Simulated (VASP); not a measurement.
Input of a VASP 6.6.1 run:

The input INCAR:

```
SYSTEM = SrMg
PREC     = Accurate       ! precision mode
ENCUT    = 520            ! plane-wave cutoff, eV
EDIFF    = 1E-7           ! SCF threshold, eV
ISMEAR   = -1             ! smearing method
SIGMA    = 0.05           ! smearing width, eV
LREAL    = .False.        ! projectors in reciprocal space
LASPH    = .True.         ! aspherical terms in the spheres
NELM     = 60             ! most SCF steps
ALGO     = Normal         ! electronic algorithm
ISIF     = 2              ! what is computed and relaxed
LWAVE    = .False.        ! write WAVECAR
LCHARG   = .False.        ! write CHGCAR
GGA      = CA             ! functional
NBANDS   = 13             ! bands
```

The input KPOINTS:

```
regular mesh
0
Gamma
  9 9 9
  0 0 0
```

POSCAR

```
SrMg
1.0
    3.8610000000      0.0000000000      0.0000000000
    0.0000000000      3.8610000000      0.0000000000
    0.0000000000      0.0000000000      3.9000000000
Sr Mg
1 1
Direct
    0.5000000000      0.5000000000      0.5000000000
    0.0000000000      0.0000000000      0.0000000000
```

Potentials or basis: VASP PAW LDA potentials, release 64 (Sr_sv, Mg).

Launch:

```console
$ cat potpaw_LDA.64/Sr_sv/POTCAR potpaw_LDA.64/Mg/POTCAR > POTCAR
$ mpirun -np 1 vasp_std > vasp.out
```

Question: Predict the pressure.

Answer: 4.0 GPa.

Question: What does it give for the band gap on the k mesh?

Answer: Zero (bands 6 and 7 overlap by 1.37 eV).

Stress tensor (GPa, compression positive):
```
4.07 0.00 0.00
0.00 4.07 0.00
0.00 0.00 3.91
```

Caveat: the cell differs from its parent crystal (equal xx and yy strain of -1 %); the cell stands under pressure.
